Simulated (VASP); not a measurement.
The system is BF.

```xyz
2
Lattice="-1.6211 1.6211 2.0258 1.6211 -1.6211 2.0258 1.6211 1.6211 -2.0258" Properties=species:S:1:pos:R:3 pbc="T T T"
B     0.0166    0.0254   -0.0384
F    -0.0339    0.0007    2.0708
```

Base run:

| Item | Value |
| --- | --- |
| Program | VASP 6.6.1 |
| Functional | PBE |
| Potentials or basis | VASP PAW PBE potentials, release 64 (B, F) |
| Cutoff | 520 eV |
| k mesh | 12 × 12 × 13 |
| Occupations | methfessel-paxton, width 0.05 eV |
| Spin | no spin polarisation |

Its results: band gap on the k mesh 0.16 eV, indirect (least direct gap 0.30 eV); pressure 12.6 GPa; largest force 0.659 eV/Å.

**Question.** The run is repeated on the same cell with these changes: k mesh from 12 × 12 × 13 to 9 × 9 × 10. What comes out?

**Answer.** Band gap on the k mesh 0.06 eV, direct; pressure 12.6 GPa; largest force 0.659 eV/Å.

A k mesh can miss the band edges.
